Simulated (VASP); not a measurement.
# Al in VASP: a series of runs, part 2 of 2

VASP 6.6.1.

## 3. Single point, PBE

File INCAR:

```
PREC = Accurate
ENCUT = 520
EDIFF = 1E-6
ISMEAR = -1
SIGMA = 0.05
LREAL = F
LASPH = T
NELM = 100
ALGO = Fast
ISIF = 2
LWAVE = F
LCHARG = F
GGA = PE
NBANDS = 10
```

File KPOINTS:

```
regular mesh
0
Gamma
  6 6 8
```

File POSCAR:

```
Al
1.0
    4.5467300000      0.0454673000      0.0000000000
   -2.2339942000      3.9148463000      0.0000000000
    0.0000000000      0.0000000000      2.7539300000
Al
2
Direct
    0.3333300000      0.6666700000      0.5000000000
    0.6666700000      0.3333300000      0.5000000000
```

Potentials or basis: VASP PAW PBE potentials, release 64 (Al).

Command:

```bash
> cat potpaw_PBE.64/Al/POTCAR > POTCAR
> mpirun -np 1 vasp_std > vasp.out
```

Wall time 28 s (1 thread of Intel Xeon Platinum 8259CL at 2.50GHz (Skylake/Cascade Lake), shared host); peak memory 0.17 GiB.

Results (log left out):

```yaml
Free_energy: -6.4764 eV
Pressure: 0.0 GPa
Largest_force: 0.120 eV/Å
Band_gap_on_the_k_mesh: zero (band 3 reaches 6.29 eV, above the bottom of band 4 at 2.55 eV)
```

Forces in eV/Å, atoms in the order of the input:
```
Al  -0.120  0.004  0.000
Al   0.120 -0.004  0.000
```

Stress tensor (GPa, compression positive):
```
 0.14 -0.75  0.00
-0.75  0.09  0.00
 0.00  0.00 -0.09
```

Levels at points of the mesh, in eV from the Fermi level:
```csv
k point,band 1,band 2,band 3,band 4,band 5,band 6
"(0.00, 0.00, 0.00)",-8.74,-0.85,-0.78,-0.52,2.18,2.35
"(0.50, 0.00, 0.00)",-7.22,-5.77,-1.81,0.26,6.88,7.31
"(0.00, 0.50, 0.00)",-7.16,-5.80,-1.88,0.17,6.93,7.22
"(0.50, 0.50, 0.00)",-7.10,-5.82,-1.96,0.08,7.05,7.37
"(0.00, 0.00, 0.50)",-4.42,-3.50,2.38,2.43,2.72,5.39
"(0.50, 0.00, 0.50)",-2.86,-2.15,-1.56,-0.72,1.53,4.32
"(0.00, 0.50, 0.50)",-2.79,-2.10,-1.58,-0.74,1.47,4.24
"(0.50, 0.50, 0.50)",-2.73,-2.05,-1.61,-0.77,1.40,4.17
```

## 4. Single point, r2SCAN+D3(BJ)

This run uses another cell than the first one, of 23.83 Å³/atom, 0.967 times its volume.

File POSCAR:

```
Al
1.0
    4.5031504287      0.0000028591      0.0000000000
   -2.2515776904      3.8998412388      0.0000000000
    0.0000000000      0.0000000000      2.7143628652
Al
2
Direct
    0.3333333333      0.6666666667      0.5000000000
    0.6666666667      0.3333333333      0.5000000000
```

File INCAR.step1:

```
PREC = Accurate
ENCUT = 520
ISMEAR = -1
SIGMA = 0.05
LREAL = F
LASPH = T
NELM = 80
NBANDS = 10
GGA = PE
ALGO = Normal
EDIFF = 1E-4
LWAVE = T
LCHARG = F
```

File INCAR.step2:

```
PREC = Accurate
ENCUT = 520
EDIFF = 1E-6
ISMEAR = -1
SIGMA = 0.05
LREAL = F
LASPH = T
NELM = 80
ALGO = Normal
ISIF = 2
LWAVE = F
LCHARG = F
METAGGA = R2SCAN
LMIXTAU = T
IVDW = 12
VDW_S6 = 1.0
VDW_S8 = 0.78981345
VDW_A1 = 0.49484001
VDW_A2 = 5.73083694
NBANDS = 10
ISTART = 1
```

File KPOINTS:

```
regular mesh
0
Gamma
  7 7 10
```

Command:

```bash
> cat potpaw_PBE.64/Al/POTCAR > POTCAR
> cp INCAR.step1 INCAR
> mpirun -np 1 vasp_std > vasp.out
> cp INCAR.step2 INCAR
> mpirun -np 1 vasp_std > vasp.out
```

It took 94 s on 1 thread of AMD EPYC 7R13 (Zen 3), shared host; peak memory 0.14 GiB.

The run converged. Its results:

| Item | Value |
| --- | --- |
| Free energy | -12.6152 eV |
| Pressure | -0.2 GPa |
| Band gap on the k mesh | zero (band 3 reaches 6.79 eV, above the bottom of band 4 at 3.03 eV) |
| Dispersion energy per atom | -0.110 eV |

Levels at points of the mesh, in eV from the Fermi level:
| k point | band 1 | band 2 | band 3 | band 4 | band 5 | band 6 | band 7 | band 8 |
| --- | --- | --- | --- | --- | --- | --- | --- | --- |
| (0.00, 0.00, 0.00) | -9.46 | -1.02 | -1.02 | -0.29 | 2.32 | 2.32 | 5.92 | 10.40 |
| (0.00, 0.00, 0.50) | -4.58 | -3.92 | 2.62 | 2.62 | 2.98 | 5.61 | 5.61 | 6.14 |

Caveat: the PAW data sets were made with another functional, which shifts forces and pressure a little; pairwise dispersion overbinds metals, which lowers pressure and volume.

## 5. Single point, r2SCAN+D3(BJ)

This run uses another cell than the first one, of 23.89 Å³/atom, 0.969 times its volume.

File POSCAR:

```
Al
1.0
    4.5064515550      0.0000028612      0.0000000000
   -2.2532282554      3.9027000970      0.0000000000
    0.0000000000      0.0000000000      2.7161881004
Al
2
Direct
    0.3333333333      0.6666666667      0.5000000000
    0.6666666667      0.3333333333      0.5000000000
```

File INCAR.step1:

```
SYSTEM = Al
PREC     = Accurate       ! precision mode
ENCUT    = 520            ! plane-wave cutoff, eV
ISMEAR   = -1             ! smearing method
SIGMA    = 0.05           ! smearing width, eV
LREAL    = .False.        ! projectors in reciprocal space
LASPH    = .True.         ! aspherical terms in the spheres
NELM     = 80             ! most SCF steps
NBANDS   = 10             ! bands
GGA      = PE             ! functional
ALGO     = Normal         ! electronic algorithm
EDIFF    = 1E-4           ! SCF threshold, eV
LWAVE    = .True.         ! write WAVECAR
LCHARG   = .False.        ! write CHGCAR
```

File INCAR.step2:

```
SYSTEM = Al
PREC     = Accurate       ! precision mode
ENCUT    = 520            ! plane-wave cutoff, eV
EDIFF    = 1E-7           ! SCF threshold, eV
ISMEAR   = -1             ! smearing method
SIGMA    = 0.05           ! smearing width, eV
LREAL    = .False.        ! projectors in reciprocal space
LASPH    = .True.         ! aspherical terms in the spheres
NELM     = 80             ! most SCF steps
ALGO     = Normal         ! electronic algorithm
ISIF     = 2              ! what is computed and relaxed
LWAVE    = .False.        ! write WAVECAR
LCHARG   = .True.         ! write CHGCAR
METAGGA  = R2SCAN         ! meta-GGA
LMIXTAU  = .True.       
IVDW     = 12             ! dispersion correction
VDW_S6   = 1.0          
VDW_S8   = 0.78981345   
VDW_A1   = 0.49484001   
VDW_A2   = 5.73083694   
LELF     = .True.         ! ELF
LVHAR    = .True.       
NBANDS   = 10             ! bands
ISTART   = 1
```

File KPOINTS:

```
regular mesh
0
Gamma
  7 7 10
  0 0 0
```

Command:

```bash
> cat potpaw_PBE.64/Al/POTCAR > POTCAR
> cp INCAR.step1 INCAR
> mpirun -np 1 vasp_std > vasp.out
> cp INCAR.step2 INCAR
> mpirun -np 1 vasp_std > vasp.out
```

Wall time 2 min (1 thread of AMD EPYC 7R13 (Zen 3), shared host); peak memory 0.14 GiB.

Results (log left out):

```
Free energy                : -12.6151 eV
Pressure                   : -0.3 GPa
Band gap on the k mesh     : zero (band 3 reaches 6.77 eV, above the bottom of band 4 at 3.02 eV)
Dispersion energy per atom : -0.110 eV
```

Levels at points of the mesh, in eV from the Fermi level:
| k point | band 1 | band 2 | band 3 | band 4 | band 5 | band 6 | band 7 | band 8 |
| --- | --- | --- | --- | --- | --- | --- | --- | --- |
| (0.00, 0.00, 0.00) | -9.45 | -1.02 | -1.02 | -0.30 | 2.32 | 2.32 | 5.91 | 10.39 |
| (0.00, 0.00, 0.50) | -4.58 | -3.92 | 2.61 | 2.61 | 2.97 | 5.61 | 5.61 | 6.14 |

Caveat: three body term missing; the PAW data sets were made with another functional, which shifts forces and pressure a little; pairwise dispersion overbinds metals, which lowers pressure and volume.

## 6. Single point, r2SCAN+D4

This run uses another cell than the first one, of 23.94 Å³/atom, 0.971 times its volume.

File POSCAR:

```
Al
1.0
    4.5099348011      0.0000028634      0.0000000000
   -2.2549698803      3.9057166755      0.0000000000
    0.0000000000      0.0000000000      2.7181383857
Al
2
Direct
    0.3333333333      0.6666666667      0.5000000000
    0.6666666667      0.3333333333      0.5000000000
```

File INCAR.step1:

```
SYSTEM = Al
PREC = Accurate ; ENCUT = 520
ISMEAR = -1 ; SIGMA = 0.05
LREAL = .FALSE. ; LASPH = .TRUE.
NELM = 80 ; NBANDS = 10
GGA = PE ; ALGO = Normal
EDIFF = 1E-4 ; LWAVE = .TRUE.
LCHARG = .FALSE.
```

File INCAR.step2:

```
SYSTEM = Al
PREC = Accurate ; ENCUT = 520
EDIFF = 1E-6 ; ISMEAR = -1
SIGMA = 0.05 ; LREAL = .FALSE.
LASPH = .TRUE. ; NELM = 80
ALGO = Normal ; ISIF = 2
LWAVE = .FALSE. ; LCHARG = .FALSE.
METAGGA = R2SCAN ; LMIXTAU = .TRUE.
IVDW = 13 ; VDW_S6 = 1.0
VDW_S8 = 0.6018749 ; VDW_A1 = 0.51559235
VDW_A2 = 5.77342911 ; NBANDS = 10
ISTART = 1
```

File KPOINTS:

```
regular mesh
0
G
  7 7 10
  0 0 0
```

Potentials or basis: VASP PAW PBE potentials, release 64 (Al).

Command:

```bash
> cat potpaw_PBE.64/Al/POTCAR > POTCAR
> cp INCAR.step1 INCAR
> mpirun -np 1 vasp_std > vasp.out
> cp INCAR.step2 INCAR
> mpirun -np 1 vasp_std > vasp.out
```

Wall time 1.9 min (1 thread of AMD EPYC 7R13 (Zen 3), shared host); peak memory 0.14 GiB.

Results (log left out):

```
Free energy                : -12.5639 eV
Pressure                   : -0.2 GPa
Band gap on the k mesh     : zero (band 3 reaches 6.75 eV, above the bottom of band 4 at 3.00 eV)
Dispersion energy per atom : -0.084 eV
```

Levels at points of the mesh, in eV from the Fermi level:
| k point | band 1 | band 2 | band 3 | band 4 | band 5 | band 6 | band 7 | band 8 |
| --- | --- | --- | --- | --- | --- | --- | --- | --- |
| (0.00, 0.00, 0.00) | -9.44 | -1.02 | -1.02 | -0.31 | 2.32 | 2.32 | 5.91 | 10.37 |
| (0.00, 0.00, 0.50) | -4.58 | -3.91 | 2.61 | 2.61 | 2.96 | 5.61 | 5.61 | 6.13 |

Caveat: the PAW data sets were made with another functional, which shifts forces and pressure a little; pairwise dispersion overbinds metals, which lowers pressure and volume.

## 7. Summary

```csv
level,cell,k mesh,gap on the mesh (eV),pressure (GPa),largest force (eV/Å)
PBE,"a = 4.547, b = 4.527, c = 2.754 Å, angles 90.0, 90.0, 119.6°, 2 atoms",6 × 6 × 8,none,0.0,0.06
PBE,"a = 4.547, b = 4.507, c = 2.754 Å, angles 90.0, 90.0, 119.1°, 2 atoms",6 × 6 × 8,none,0.0,0.12
r2SCAN+D3(BJ),"a = 4.503, b = 4.503, c = 2.714 Å, angles 90.0, 90.0, 120.0°, 2 atoms",7 × 7 × 10,none,-0.2,-
r2SCAN+D3(BJ),"a = 4.506, b = 4.506, c = 2.716 Å, angles 90.0, 90.0, 120.0°, 2 atoms",7 × 7 × 10,none,-0.3,-
r2SCAN+D4,"a = 4.510, b = 4.510, c = 2.718 Å, angles 90.0, 90.0, 120.0°, 2 atoms",7 × 7 × 10,none,-0.2,-
```

Alike in all rows: task single point; potentials or basis VASP PAW PBE potentials, release 64 (Al); no spin polarisation; cutoff (eV) 520; smearing fermi-dirac 0.05 eV.

Caveats: the PAW data sets were made with another functional, which shifts forces and pressure a little (some runs); pairwise dispersion overbinds metals, which lowers pressure and volume (some runs); three body term missing (some runs).

Total energies depend on the potentials used, so only differences within one code and one set of settings carry meaning.
